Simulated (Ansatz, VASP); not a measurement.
# AlPt4: VASP beside Ansatz

Contents of INCAR:

```
SYSTEM = AlPt4
  ALGO = Fast
  EDIFF = 1E-6
  ENCUT = 520
  GGA = PS
  ISIF = 2
  ISMEAR = 0
  LASPH = .True.
  LCHARG = .True.
  LELF = .True.
  LREAL = .False.
  LVHAR = .True.
  LWAVE = .False.
  NBANDS = 30
  NELM = 60
  PREC = Accurate
  SIGMA = 0.1
```

File KPOINTS:

```
k-points
0
Gamma
  6 6 2
  0 0 0
```

POSCAR

```
AlPt4
1.0
    2.4254181673     -1.6837060602      0.0023034792
    2.4254181673      1.6837060602      0.0023034792
   -0.9571402107      0.0000000000     10.8114670188
Al Pt
1 4
Direct
    0.0000000000      0.0000000000      0.0000000000
    0.6145201400      0.6145201400      0.8242536562
    0.2069027934      0.2069027934      0.6067806775
    0.7930972066      0.7930972066      0.3932193225
    0.3854798600      0.3854798600      0.1757463438
```

Input for Ansatz:

```yaml
crystal:
  lattice:
    - [2.4254181673, -1.6837060602, 0.0023034792]
    - [2.4254181673, 1.6837060602, 0.0023034792]
    - [-0.9571402107, 0.0, 10.8114670188]
  atoms:
    - { symbol: Al, position: [0.0, 0.0, 0.0] }
    - { symbol: Pt, position: [0.61452014, 0.61452014, 0.8242536562] }
    - { symbol: Pt, position: [0.2069027934, 0.2069027934, 0.6067806775] }
    - { symbol: Pt, position: [0.7930972066, 0.7930972066, 0.3932193225] }
    - { symbol: Pt, position: [0.38547986, 0.38547986, 0.1757463438] }
basis:
  ecutwfc: 420
kpoints:
  mp_grid: { grid: [6, 6, 2] }
hamiltonian:
  xc: pbesol
scf:
  occupations: { method: gaussian, width: 0.1 }
output:
  forces: true
  stress: true
  eigenvalues: true
```

Alike in both runs: task single point; functional PBEsol; k mesh 6 × 6 × 2; occupations gaussian, width 0.1 eV; no spin polarisation.

|  | VASP | Ansatz |
| --- | --- | --- |
| version | VASP 6.6.1 | Ansatz 0.2.0 |
| potentials or method | VASP PAW PBE potentials, release 64 (Al, Pt), cutoff 520 eV | scalar-relativistic, plane waves, PAW |
| valence electrons in the cell | 43 | 75 |

VASP gave:

- gap on the k mesh at the Fermi level (eV): none
- pressure (GPa): -25.2
- traceless stress, the component that is largest in VASP (GPa): -2.64
- rms of the force components (eV/Å): 0.203

**Question.** Estimate Ansatz's values.

**Answer.** gap on the k mesh at the Fermi level (eV): none; pressure (GPa): -25.1; traceless stress, the component that is largest in VASP (GPa): -2.66; rms of the force components (eV/Å): 0.202.

VASP's potentials were made for PBE, not for PBEsol. Atom by atom the forces differ by 0.001 eV/Å (rms over components). A gap of «none» marks a metal or a gap that the smearing closes. VASP's potentials hold 43 valence electrons a cell and Ansatz's 75, so a difference there can come from the potentials and not from the codes.

The k mesh is coarse, so the values compare programs but aren't converged. Spin-orbit coupling is off throughout.
